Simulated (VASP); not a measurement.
# V (P6_3/mmc) in VASP: single point with PBE

Aim: the single point of V with PBE.

Program: VASP 6.6.1. These are calculated values, not measurements. Logs are shortened: lines on timing, memory, paths and dates and some standing lists are left out, and cuts for length are marked.

**1. The cell of the first run**

The structure is hexagonal, space group P6_3/mmc (No. 194). Conventional cell: a = 2.604 Å, b = 2.604 Å, c = 4.723 Å, α = 90.00°, β = 90.00°, γ = 120.00°. V (site symmetry -6m2) has 12 V at 2.60 to 2.80 Å within 3.4 Å.

**2. Single point, PBE, collinear spin, ferromagnetic start**

INCAR reads:

```
SYSTEM = V
ALGO     = Normal         ! electronic algorithm
EDIFF    = 1E-7           ! SCF threshold, eV
ENCUT    = 520            ! plane-wave cutoff, eV
GGA      = PE             ! functional
ISIF     = 2              ! what is computed and relaxed
ISMEAR   = -1             ! smearing method
ISPIN    = 2              ! spin polarisation
LASPH    = .True.         ! aspherical terms in the spheres
LCHARG   = .True.         ! write CHGCAR
LELF     = .True.         ! ELF
LMAXMIX  = 4              ! l up to which the mixer works
LORBIT   = 11             ! projections on sites
LREAL    = .False.        ! projectors in reciprocal space
LVHAR    = .True.       
LWAVE    = .False.        ! write WAVECAR
MAGMOM   = 1 1            ! initial moments
NBANDS   = 24             ! bands
NELM     = 150            ! most SCF steps
NUPDOWN  = 2.0            ! fixed moment
PREC     = Accurate       ! precision mode
SIGMA    = 0.05           ! smearing width, eV
```

KPOINTS reads:

```
k-points
0
Gamma
  14 14 7
  0 0 0
```

POSCAR reads:

```
V
1.0
    2.6042941027      0.0000000000      0.0000000000
   -1.3021470513      2.2553848518      0.0000000000
    0.0000000000      0.0000000000      4.7233360000
V
2
Direct
    0.6666666667      0.3333333333      0.7500000000
    0.3333333333      0.6666666667      0.2500000000
```

Potentials or basis: VASP PAW PBE potentials, release 64 (V_sv).

The run is started by

```console
$ cat potpaw_PBE.64/V_sv/POTCAR > POTCAR
$ mpirun -np 1 vasp_std > vasp.out
```

OUTCAR:

```text
SYSTEM = V
   EDIFF = 1E-7
   ENCUT = 520
   GGA = PE
   ISIF = 2
   ISMEAR = -1
   ISPIN = 2
   LASPH = .True.
   LORBIT = 11
   LREAL = .False.
   NELM = 150
   NUPDOWN = 2.0
   PREC = Accurate

 ion  position               nearest neighbor table
   1  0.667  0.333  0.750-   2 2.80   2 2.80   2 2.80   2 2.80   2 2.80   2 2.80
   2  0.333  0.667  0.250-   1 2.80   1 2.80   1 2.80   1 2.80   1 2.80   1 2.80

  LATTYP: Found a hexagonal cell.
 ALAT       =     2.6042941027
 C/A-ratio  =     1.8136722712

  Lattice vectors:

 A1 = (   2.6042941027,   0.0000000000,   0.0000000000)
 A2 = (  -1.3021470513,   2.2553848518,   0.0000000000)
 A3 = (   0.0000000000,   0.0000000000,   4.7233360000)

Analysis of symmetry for initial positions (statically):
=====================================================================
 Subroutine PRICEL returns:
 Original cell was already a primitive cell.

 Routine SETGRP: Setting up the symmetry group for a
 hexagonal supercell.

 Subroutine GETGRP returns: Found 24 space group operations
 (whereof 12 operations were pure point group operations)
 out of a pool of 24 trial point group operations.

The static configuration has the point symmetry D_3d.
 The point group associated with its full space group is D_6h.

Analysis of symmetry for dynamics (positions and initial velocities):
=====================================================================
 Subroutine PRICEL returns:
 Original cell was already a primitive cell.

 Routine SETGRP: Setting up the symmetry group for a
 hexagonal supercell.

 Subroutine GETGRP returns: Found 24 space group operations
 (whereof 12 operations were pure point group operations)
 out of a pool of 24 trial point group operations.

The dynamic configuration has the point symmetry D_3d.
 The point group associated with its full space group is D_6h.

Analysis of structural, dynamic, and magnetic symmetry:
=====================================================================
 Subroutine PRICEL returns:
 Original cell was already a primitive cell.

 Routine SETGRP: Setting up the symmetry group for a
 hexagonal supercell.

 Subroutine GETGRP returns: Found 24 space group operations
 (whereof 12 operations were pure point group operations)
 out of a pool of 24 trial point group operations.

The overall configuration has the point symmetry D_3d.
 The point group associated with its full space group is D_6h.

 Subroutine INISYM returns: Found 24 space group operations
 (whereof 12 operations are pure point group operations),
 and found     1 'primitive' translations

----------------------------------------------------------------------------------------

                                     Primitive cell

  volume of cell :      27.7434

  direct lattice vectors                    reciprocal lattice vectors
     2.604294103  0.000000000  0.000000000     0.383981210  0.221691655  0.000000000
    -1.302147051  2.255384852  0.000000000     0.000000000  0.443383310  0.000000000
     0.000000000  0.000000000  4.723336000     0.000000000  0.000000000  0.211714771

  length of vectors
     2.604294103  2.604294103  4.723336000     0.443383310  0.443383310  0.211714771

  position of ions in fractional coordinates (direct lattice)
     0.666666667  0.333333333  0.750000000
     0.333333333  0.666666667  0.250000000

  ion indices of the primitive-cell ions
   primitive index   ion index
                 1           1
                 2           2

----------------------------------------------------------------------------------------

 KPOINTS: k-points

Automatic generation of k-mesh.
 Grid dimensions read from file:
 generate k-points for:   14   14    7

 Generating k-lattice:

  Cartesian coordinates                     Fractional coordinates (reciprocal lattice)
     0.027427229  0.015835118  0.000000000     0.071428571  0.000000000  0.000000000
     0.000000000  0.031670236  0.000000000     0.000000000  0.071428571  0.000000000
     0.000000000  0.000000000  0.030244967     0.000000000  0.000000000  0.142857143

  Length of vectors
     0.031670236  0.031670236  0.030244967

  Shift w.r.t. Gamma in fractional coordinates (k-lattice)
     0.000000000  0.000000000  0.000000000

 Subroutine IBZKPT returns following result:
 ===========================================

 Found     96 irreducible k-points:

 Following reciprocal coordinates:
            Coordinates               Weight
  0.000000  0.000000  0.000000      1.000000
  0.071429 -0.000000  0.000000      6.000000
  0.142857 -0.000000  0.000000      6.000000
  0.214286 -0.000000  0.000000      6.000000
  0.285714  0.000000  0.000000      6.000000
  0.357143 -0.000000  0.000000      6.000000
[... 16 lines left out ...]
  0.285714  0.285714  0.000000      6.000000
  0.357143  0.285714  0.000000      6.000000
 [... further k-points ...]
   k-points           NKPTS =     96   k-points in BZ     NKDIM =     96   number of bands    NBANDS=     24
   number of dos      NEDOS =    301   number of ions     NIONS =      2
   total plane-waves  NPLWV =  14400
   dimension x,y,z NGX =    20 NGY =   20 NGZ =   36
   dimension x,y,z NGXF=    40 NGYF=   40 NGZF=   72
   ions per type =               2
   NGX,Y,Z   is equivalent  to a cutoff of  12.77, 12.77, 12.67 a.u.
   NGXF,Y,Z  is equivalent  to a cutoff of  25.53, 25.53, 25.34 a.u.
 SYSTEM =  V
   PREC   = accura    normal or accurate (medium, high low for compatibility)
   ISTART =      0    job   : 0-new  1-cont  2-samecut
   ICHARG =      2    charge: 1-file 2-atom 10-const
   ISPIN  =      2    spin polarized calculation?
   LNONCOLLINEAR =      F non collinear calculations
   LSORBIT =      F    spin-orbit coupling
   LASPH  =      T    aspherical Exc in radial PAW
   ENCUT  =  520.0 eV  38.22 Ry    6.18 a.u.   4.84  4.84  8.78*2*pi/ulx,y,z
   NELM   =    150;   NELMIN=  2; NELMDL= -5     # of ELM steps
   EDIFF  = 0.1E-06   stopping-criterion for ELM
   LREAL  =      F    real-space projection
   EDIFFG = 0.1E-05   stopping-criterion for IOM
   NSW    =      0    number of steps for IOM
   IBRION =     -1    ionic relax: 0-MD 1-quasi-New 2-CG
   NFREE  =      0    steps in history (QN), initial steepest desc. (CG)
   ISIF   =      2    stress and relaxation
   ISYM   =      2    0-nonsym 1-usesym 2-fastsym
   POTIM  = 0.5000    time-step for ionic-motion
   TEBEG  =    0.0;   TEEND  =   0.0 temperature during run
   PSTRESS=    0.0 pullay stress
   NELECT =      26.0000    total number of electrons
   NUPDOWN=       2.0000    fix difference up-down
   EMIN   =  10.00;   EMAX   =-10.00  energy-range for DOS
   EFERMI =   0.00;   METHOD = LEGACY
   ISMEAR =    -1;   SIGMA  =   0.05  broadening in eV -4-tet -1-fermi 0-gaus
   EFERMI_NEDOS =   21; number of points for ismear=-14 and -15
   IALGO  =     38    algorithm
   IMIX   =      4    mixing-type and parameters
     AMIX     =   0.40;   BMIX     =  1.00
     AMIX_MAG =   1.60;   BMIX_MAG =  1.00
  volume/ion in A,a.u.               =      13.87        93.61
  Fermi-wavevector in a.u.,A,eV,Ry     =   1.602062  3.027459 34.920768  2.566604
  Thomas-Fermi vector in A             =   2.698942
   LORBIT       =     11    0 simple, 1 ext, 2 COOP (PROOUT), +10 PAW based schemes
   GGA     = PE    functional components
   LHFCALC =     F    Hartree Fock is set to
   AEXX    =    0.0000 exact exchange contribution
   IVDW    =     0    specifies the selected vdW correction
   LEPSILON=     F    determine dielectric tensor
   LRPA    =     F    only Hartree local field effects (RPA)
 spin polarized calculation
  energy-cutoff  :      520.00
  volume of cell :       27.74
 maximum number of plane-waves:       762
 NGX is ok and might be reduce to    20
   NGX =  9   NGY =  9   NGZ = 17

 number of electron      26.0000014 magnetization       2.0000002

 Free energy of the ion-electron system (eV)
  ---------------------------------------------------
  ext. energy  EPLUGINS =         0.00000000
  ---------------------------------------------------
  free energy    TOTEN  =       -17.29474661 eV

  energy without entropy =      -17.27209204  energy(sigma->0) =      -17.28341932

 E-fermi :   9.5287     XC(G=0): -12.7138

 val. band max:        9.9890820467   @ k =   0.0714  -0.0000   0.2857
 cond. band min:       9.5563420782   @ k =   0.1429   0.1429   0.4286
 fundamental gap:     -0.4327399685
 Fermi energy:         9.9903736260

 spin component 1

 k-point     1 :       0.0000    0.0000    0.0000
  band No.  band energies     occupation
      1     -54.6658      1.00000
      2     -54.5591      1.00000
      3     -28.7919      1.00000
      4     -28.1631      1.00000
      5     -27.9802      1.00000
      6     -27.9802      1.00000
[... 16 lines left out ...]
     23      27.6201      0.00000
     24      29.7724      0.00000
[... 598 lines left out ...]
      2     -54.4268      1.00000
      3     -28.6543      1.00000
      4     -28.5746      1.00000
      5     -28.5085      1.00000
      6     -28.4235      1.00000
[... 16 lines left out ...]
     23      22.0134      0.00000
     24      22.8674      0.00000

 [... further k-points ...]

 spin component 2

 k-point     1 :       0.0000    0.0000    0.0000
  band No.  band energies     occupation
      1     -53.8859      1.00000
      2     -53.7783      1.00000
      3     -28.0319      1.00000
      4     -27.3953      1.00000
      5     -27.2034      1.00000
      6     -27.2034      1.00000
[... 16 lines left out ...]
     23      28.1335      0.00000
     24      30.4567      0.00000
[... 598 lines left out ...]
      2     -53.6465      1.00000
      3     -27.8769      1.00000
      4     -27.7982      1.00000
      5     -27.7329      1.00000
      6     -27.6439      1.00000
[... 16 lines left out ...]
     23      22.8415      0.00000
     24      23.3976      0.00000

 [... further k-points ...]
[... 5 lines left out ...]
  --------------------------------------------------------------------------------------
  -------------------------------------------------------------------------------------
  Total        1.0850319      1.0850319     -0.0559666      0.0000000      0.0000000     -0.0000000
  in kB       62.6604578     62.6604578     -3.2320617      0.0000000      0.0000000     -0.0000000
  external PRESSURE =      40.6962846 kB  Pullay stress =       0.0000000 kB

 VOLUME and BASIS-vectors are now :
 -----------------------------------------------------------------------------
  energy-cutoff  :      520.00
  volume of cell :       27.74
      direct lattice vectors                 reciprocal lattice vectors
     2.604294103  0.000000000  0.000000000     0.383981210  0.221691655  0.000000000
    -1.302147051  2.255384852  0.000000000     0.000000000  0.443383310  0.000000000
     0.000000000  0.000000000  4.723336000     0.000000000  0.000000000  0.211714771

 POSITION                                       TOTAL-FORCE (eV/Angst)
 -----------------------------------------------------------------------------------
      1.30215      0.75179      3.54250         0.000000      0.000000      0.000000
     -0.00000      1.50359      1.18083        -0.000000      0.000000      0.000000
 -----------------------------------------------------------------------------------
    total drift:                                0.000000     -0.000000      0.000000

  FREE ENERGIE OF THE ION-ELECTRON SYSTEM (eV)
  ---------------------------------------------------
  free  energy   TOTEN  =       -17.2947466088 eV

  energy  without entropy=      -17.2720920383  energy(sigma->0) =      -17.28341932

 total charge

# of ion       s       p       d       tot
------------------------------------------
    1        2.344   6.216   3.069  11.628
    2        2.344   6.216   3.069  11.628
--------------------------------------------------
tot          4.687  12.432   6.137  23.257

 magnetization (x)

# of ion       s       p       d       tot
------------------------------------------
    1        0.011   0.053   0.786   0.850
    2        0.011   0.053   0.786   0.850
--------------------------------------------------
tot          0.021   0.106   1.572   1.699
```

Run time: 2.1 min. Hardware: 1 thread of Intel Xeon Platinum 8259CL at 2.50GHz (Skylake/Cascade Lake), shared host; peak memory 0.21 GiB.

What came out:

* Free energy: -17.2947 eV
* Pressure: 4.1 GPa
* Net moment: 2.00 μB per cell
* Site moments: V +0.85 μB
* Valence electrons inside the program's atomic spheres: V 11.63

Caveat: the total moment is fixed, so each spin has its own Fermi level.
